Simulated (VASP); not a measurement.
# PdC18 in VASP: single point with LDA

Aim: the single point of PdC18 with LDA.

All numbers are computed with VASP 6.6.1; they aren't measurements. Logs are shortened: lines on timing, memory, paths and dates and some standing lists are left out, and cuts for length are marked.

### Step 1. The cell of the first run

The cell holds a slab with vacuum, 19 atoms: a = 7.398 Å, b = 7.398 Å, c = 11.000 Å, α = 90.00°, β = 90.00°, γ = 120.00°.

### Step 2. Single point, LDA

Contents of INCAR:

```
PREC = Accurate ; ENCUT = 520
EDIFF = 1E-6 ; ISMEAR = -1
SIGMA = 0.05 ; LREAL = Auto
LASPH = True ; NELM = 100
ALGO = Normal ; ISIF = 2
LWAVE = False ; LCHARG = False
NBANDS = 56
```

Contents of KPOINTS:

```
Automatic mesh
0
Gamma
  2 2 1
```

Contents of POSCAR:

```
PdC18
1.0
    7.3980000000      0.0000000000      0.0000000000
   -3.6990000000      6.4068560000      0.0000000000
    0.0000000000      0.0000000000     11.0000000000
C Pd
18 1
Direct
   -0.0072798930      0.0008451883      0.0905930000
    0.2153381227      0.1113015495      0.0906440909
   -0.0067969918      0.3336595984      0.0902763636
    0.2129009231      0.4436026032      0.0907237273
   -0.0072842779      0.6660443125      0.0904323636
    0.2154514243      0.7781556195      0.0902756364
    0.3275893345      0.0008896719      0.0903974545
    0.5477825067      0.1109697174      0.0905926364
    0.3250619999      0.3311207556      0.0911988182
    0.5499283248      0.4433730054      0.0914874545
    0.3252066466      0.6682132391      0.0907228182
    0.5498490664      0.7806946184      0.0911974545
    0.6599437711      0.0005125759      0.0906430909
    0.8826071154      0.1109252338      0.0903975455
    0.6600456597      0.3334395217      0.0908668182
    0.8825789405      0.4457707493      0.0904327273
    0.6624628350      0.6684428369      0.0914870909
    0.8825130712      0.7783756963      0.0908667273
    0.4502085313      0.5558823236      0.2594916364
```

Potentials or basis: VASP PAW LDA potentials, release 64 (C, Pd).

On the command line:

```
> cat potpaw_LDA.64/C/POTCAR potpaw_LDA.64/Pd/POTCAR > POTCAR
> mpirun -np 1 vasp_std > vasp.out
```

OUTCAR:

```text
PREC = Accurate
   ENCUT = 520
   EDIFF = 1E-6
   ISMEAR = -1
   LREAL = Auto
   LASPH = True
   NELM = 100
   ISIF = 2

 ion  position               nearest neighbor table
   1  0.993  0.001  0.091-  14 1.41  18 1.43   2 1.43
   2  0.215  0.111  0.091-   9 1.41   1 1.43   7 1.43
   3  0.993  0.334  0.090-   4 1.41  14 1.43  16 1.43
   4  0.213  0.444  0.091-   3 1.41  11 1.44   9 1.44  19 2.40
   5  0.993  0.666  0.090-  16 1.41  18 1.43   6 1.43
   6  0.215  0.778  0.090-  11 1.41   7 1.43   5 1.43
   7  0.328  0.001  0.090-   8 1.41   2 1.43   6 1.43
   8  0.548  0.111  0.091-   7 1.41  15 1.43  13 1.43
   9  0.325  0.331  0.091-   2 1.41   4 1.44  10 1.44  19 2.35
  10  0.550  0.443  0.091-  15 1.41   9 1.44  17 1.44  19 2.29
  11  0.325  0.668  0.091-   6 1.41   4 1.44  12 1.44  19 2.40
  12  0.550  0.781  0.091-  13 1.41  11 1.44  17 1.44  19 2.35
  13  0.660  0.001  0.091-  12 1.41   8 1.43  14 1.43
  14  0.883  0.111  0.090-   1 1.41  13 1.43   3 1.43
  15  0.660  0.333  0.091-  10 1.41   8 1.43  16 1.43
  16  0.883  0.446  0.090-   5 1.41  15 1.43   3 1.43
  17  0.662  0.668  0.091-  18 1.41  12 1.44  10 1.44  19 2.29
  18  0.883  0.778  0.091-  17 1.41   1 1.43   5 1.43
  19  0.450  0.556  0.259-  10 2.29  17 2.29   9 2.35  12 2.35   4 2.40  11 2.40

  LATTYP: Found a hexagonal cell.
 ALAT       =     7.3980000000
 C/A-ratio  =     1.4868883482

  Lattice vectors:

 A1 = (   7.3980000000,   0.0000000000,   0.0000000000)
 A2 = (  -3.6990000000,   6.4068560000,   0.0000000000)
 A3 = (   0.0000000000,   0.0000000000,  11.0000000000)

Analysis of symmetry for initial positions (statically):
=====================================================================
 Subroutine PRICEL returns:
 Original cell was already a primitive cell.

 Routine SETGRP: Setting up the symmetry group for a
 hexagonal supercell.

 Subroutine GETGRP returns: Found  1 space group operations
 (whereof  1 operations were pure point group operations)
 out of a pool of 24 trial point group operations.

The static configuration has the point symmetry C_1 .

Analysis of symmetry for dynamics (positions and initial velocities):
=====================================================================
 Subroutine PRICEL returns:
 Original cell was already a primitive cell.

 Routine SETGRP: Setting up the symmetry group for a
 hexagonal supercell.

 Subroutine GETGRP returns: Found  1 space group operations
 (whereof  1 operations were pure point group operations)
 out of a pool of 24 trial point group operations.

The dynamic configuration has the point symmetry C_1 .

 Subroutine INISYM returns: Found  1 space group operations
 (whereof  1 operations are pure point group operations),
 and found     1 'primitive' translations

----------------------------------------------------------------------------------------

                                     Primitive cell

  volume of cell :     521.3771

  direct lattice vectors                    reciprocal lattice vectors
     7.398000000  0.000000000  0.000000000     0.135171668  0.078041398  0.000000000
    -3.699000000  6.406856000  0.000000000     0.000000000  0.156082796  0.000000000
     0.000000000  0.000000000 11.000000000     0.000000000  0.000000000  0.090909091

  length of vectors
     7.398000000  7.398000054 11.000000000     0.156082797  0.156082796  0.090909091

  position of ions in fractional coordinates (direct lattice)
     0.992720107  0.000845188  0.090593000
     0.215338123  0.111301549  0.090644091
     0.993203008  0.333659598  0.090276364
     0.212900923  0.443602603  0.090723727
     0.992715722  0.666044312  0.090432364
     0.215451424  0.778155619  0.090275636
[... 11 lines left out ...]
     0.882513071  0.778375696  0.090866727
     0.450208531  0.555882324  0.259491636

  ion indices of the primitive-cell ions
   primitive index   ion index
                 1           1
                 2           2
                 3           3
                 4           4
                 5           5
                 6           6
[... 11 lines left out ...]
                18          18
                19          19

----------------------------------------------------------------------------------------

 KPOINTS: Automatic mesh

Automatic generation of k-mesh.
 Grid dimensions read from file:
 generate k-points for:    2    2    1

 Generating k-lattice:

  Cartesian coordinates                     Fractional coordinates (reciprocal lattice)
     0.067585834  0.039020699  0.000000000     0.500000000 -0.000000000  0.000000000
     0.000000000  0.078041398  0.000000000     0.000000000  0.500000000  0.000000000
     0.000000000  0.000000000  0.090909091     0.000000000  0.000000000  1.000000000

  Length of vectors
     0.078041399  0.078041398  0.090909091

  Shift w.r.t. Gamma in fractional coordinates (k-lattice)
     0.000000000  0.000000000  0.000000000

 Subroutine IBZKPT returns following result:
 ===========================================

 Found      4 irreducible k-points:

 Following reciprocal coordinates:
            Coordinates               Weight
  0.000000  0.000000  0.000000      1.000000
  0.500000 -0.000000  0.000000      1.000000
  0.000000  0.500000  0.000000      1.000000
  0.500000  0.500000  0.000000      1.000000
   k-points           NKPTS =      4   k-points in BZ     NKDIM =      4   number of bands    NBANDS=     56
   number of dos      NEDOS =    301   number of ions     NIONS =     19
   total plane-waves  NPLWV = 263424
   dimension x,y,z NGX =    56 NGY =   56 NGZ =   84
   dimension x,y,z NGXF=   112 NGYF=  112 NGZF=  168
   ions per type =              18   1
   NGX,Y,Z   is equivalent  to a cutoff of  12.58, 12.58, 12.70 a.u.
   NGXF,Y,Z  is equivalent  to a cutoff of  25.17, 25.17, 25.39 a.u.
 SYSTEM =  unknown system
   PREC   = accura    normal or accurate (medium, high low for compatibility)
   ISTART =      0    job   : 0-new  1-cont  2-samecut
   ICHARG =      2    charge: 1-file 2-atom 10-const
   ISPIN  =      1    spin polarized calculation?
   LNONCOLLINEAR =      F non collinear calculations
   LSORBIT =      F    spin-orbit coupling
   LASPH  =      T    aspherical Exc in radial PAW
   ENCUT  =  520.0 eV  38.22 Ry    6.18 a.u.  13.76 13.76 20.45*2*pi/ulx,y,z
   NELM   =    100;   NELMIN=  2; NELMDL= -5     # of ELM steps
   EDIFF  = 0.1E-05   stopping-criterion for ELM
   LREAL  =      T    real-space projection
   EDIFFG = 0.1E-04   stopping-criterion for IOM
   NSW    =      0    number of steps for IOM
   IBRION =     -1    ionic relax: 0-MD 1-quasi-New 2-CG
   NFREE  =      0    steps in history (QN), initial steepest desc. (CG)
   ISIF   =      2    stress and relaxation
   ISYM   =      2    0-nonsym 1-usesym 2-fastsym
   POTIM  = 0.5000    time-step for ionic-motion
   TEBEG  =    0.0;   TEEND  =   0.0 temperature during run
   PSTRESS=    0.0 pullay stress
   NELECT =      82.0000    total number of electrons
   NUPDOWN=      -1.0000    fix difference up-down
   EMIN   =  10.00;   EMAX   =-10.00  energy-range for DOS
   EFERMI =   0.00;   METHOD = LEGACY
   ISMEAR =    -1;   SIGMA  =   0.05  broadening in eV -4-tet -1-fermi 0-gaus
   EFERMI_NEDOS =   21; number of points for ismear=-14 and -15
   IALGO  =     38    algorithm
   IMIX   =      4    mixing-type and parameters
     AMIX     =   0.40;   BMIX     =  1.00
     AMIX_MAG =   1.60;   BMIX_MAG =  1.00
  volume/ion in A,a.u.               =      27.44       185.18
  Fermi-wavevector in a.u.,A,eV,Ry     =   0.883681  1.669915 10.624679  0.780892
  Thomas-Fermi vector in A             =   2.004480
   LORBIT       =      0    0 simple, 1 ext, 2 COOP (PROOUT), +10 PAW based schemes
   GGA     = CA    functional components
   LHFCALC =     F    Hartree Fock is set to
   AEXX    =    0.0000 exact exchange contribution
   IVDW    =     0    specifies the selected vdW correction
   LEPSILON=     F    determine dielectric tensor
   LRPA    =     F    only Hartree local field effects (RPA)
 non-spin polarized calculation
  energy-cutoff  :      520.00
  volume of cell :      521.38
 maximum number of plane-waves:     14099
 NGX is ok and might be reduce to    56
   NGX = 27   NGY = 27   NGZ = 41

 number of electron      82.0000000 magnetization

 Free energy of the ion-electron system (eV)
  ---------------------------------------------------
  ext. energy  EPLUGINS =         0.00000000
  ---------------------------------------------------
  free energy    TOTEN  =      -184.51893230 eV

  energy without entropy =     -184.50291506  energy(sigma->0) =     -184.51092368

 E-fermi :  -0.8262     XC(G=0):  -4.5199

 val. band max:       -0.9865497756   @ k =   0.0000   0.0000   0.0000
 cond. band min:      -0.6644815157   @ k =   0.0000   0.0000   0.0000
 fundamental gap:      0.3220682599
 Fermi energy:        -0.8261610143

 k-point     1 :       0.0000    0.0000    0.0000
  band No.  band energies     occupation
      1     -20.5247      2.00000
      2     -18.0991      2.00000
      3     -18.0465      2.00000
      4     -18.0337      2.00000
      5     -17.8522      2.00000
      6     -17.8490      2.00000
[... 45 lines left out ...]
     52       3.9452      0.00000
     53       4.0684      0.00000

 k-point     2 :       0.5000   -0.0000    0.0000
  band No.  band energies     occupation
      1     -19.9736      2.00000
      2     -19.7726      2.00000
      3     -18.5886      2.00000
      4     -18.5501      2.00000
      5     -16.1476      2.00000
      6     -16.1241      2.00000
[... 45 lines left out ...]
     52       4.3457      0.00000
     53       4.6688      0.00000

 k-point     3 :       0.0000    0.5000    0.0000
  band No.  band energies     occupation
      1     -19.9722      2.00000
      2     -19.7745      2.00000
      3     -18.5898      2.00000
      4     -18.5479      2.00000
      5     -16.1483      2.00000
      6     -16.1261      2.00000
[... 45 lines left out ...]
     52       4.3461      0.00000
     53       4.6693      0.00000

 k-point     4 :       0.5000    0.5000    0.0000
  band No.  band energies     occupation
      1     -19.9736      2.00000
      2     -19.7726      2.00000
      3     -18.5886      2.00000
      4     -18.5501      2.00000
      5     -16.1476      2.00000
      6     -16.1241      2.00000
[... 45 lines left out ...]
     52       4.3457      0.00000
     53       4.6688      0.00000
 [bands above 53 left out]

------------------------ aborting loop because EDIFF is reached ----------------------------------------

  FORCE on cell =-STRESS in cart. coord.  units (eV):
  Direction    XX          YY          ZZ          XY          YZ          ZX
  --------------------------------------------------------------------------------------
  -------------------------------------------------------------------------------------
  Total       -4.7426852     -4.7616810      0.0155503      0.0016971     -0.0037767      0.0253592
  in kB      -14.5741390    -14.6325124      0.0477858      0.0052151     -0.0116055      0.0779282
  external PRESSURE =      -9.7196219 kB  Pullay stress =       0.0000000 kB

 VOLUME and BASIS-vectors are now :
 -----------------------------------------------------------------------------
  energy-cutoff  :      520.00
  volume of cell :      521.38
      direct lattice vectors                 reciprocal lattice vectors
     7.398000000  0.000000000  0.000000000     0.135171668  0.078041398  0.000000000
    -3.699000000  6.406856000  0.000000000     0.000000000  0.156082796  0.000000000
     0.000000000  0.000000000 11.000000000     0.000000000  0.000000000  0.090909091

 POSITION                                       TOTAL-FORCE (eV/Angst)
 -----------------------------------------------------------------------------------
      7.34102      0.00541      0.99652         0.014586     -0.009394     -0.002460
      1.18137      0.71309      0.99708        -0.002100     -0.017550      0.000476
      6.11351      2.13771      0.99304        -0.001914      0.007828     -0.001031
     -0.06585      2.84210      0.99796        -0.029905      0.002176     -0.012693
      4.88041      4.26725      0.99476        -0.003755      0.003982     -0.001580
     -1.28449      4.98553      0.99303        -0.005822     -0.013019     -0.004616
[... 11 lines left out ...]
      3.64962      4.98694      0.99953         0.010722     -0.011003     -0.001880
      1.27443      3.56146      2.85441         0.008415      0.000501      0.072475
 -----------------------------------------------------------------------------------
    total drift:                                0.003872     -0.037643     -0.022395

  FREE ENERGIE OF THE ION-ELECTRON SYSTEM (eV)
  ---------------------------------------------------
  free  energy   TOTEN  =      -184.5189323046 eV

  energy  without entropy=     -184.5029150575  energy(sigma->0) =     -184.51092368
```

Wall time 1.7 min (1 thread of Intel Xeon Platinum 8559C (Emerald Rapids), shared host); peak memory 0.42 GiB.

Results:

```
Free energy            : -184.5189 eV
Largest force          : 0.073 eV/Å
Band gap on the k mesh : 0.32 eV, direct
```

Forces in eV/Å, atoms in the order of the input:
```
C    0.015 -0.009 -0.002
C   -0.002 -0.018  0.000
C   -0.002  0.008 -0.001
C   -0.030  0.002 -0.013
C   -0.004  0.004 -0.002
C   -0.006 -0.013 -0.005
C   -0.021 -0.012  0.003
C    0.018  0.007  0.002
C   -0.006 -0.017 -0.011
C    0.038 -0.001 -0.012
C   -0.029 -0.004 -0.006
C   -0.002  0.022 -0.015
C   -0.001  0.015 -0.007
C   -0.020  0.006  0.004
C    0.005  0.015  0.001
C    0.002  0.006 -0.002
C    0.026  0.000 -0.004
C    0.011 -0.011 -0.002
Pd   0.008  0.001  0.072
```

Levels at points of the mesh, in eV from the valence-band top:
| k point | band 39 | band 40 | band 41 | band 42 | band 43 | band 44 |
| --- | --- | --- | --- | --- | --- | --- |
| (0.00, 0.00, 0.00) | -1.89 | 0.00 | 0.00 | 0.32 | 0.32 | 0.93 |
| (0.50, 0.00, 0.00) | -1.72 | -1.17 | -0.88 | 1.02 | 1.62 | 2.34 |
| (0.00, 0.50, 0.00) | -1.72 | -1.17 | -0.88 | 1.02 | 1.62 | 2.34 |
| (0.50, 0.50, 0.00) | -1.72 | -1.17 | -0.88 | 1.02 | 1.62 | 2.34 |

Caveat: the k points lie up to 0.49 Å⁻¹ apart.
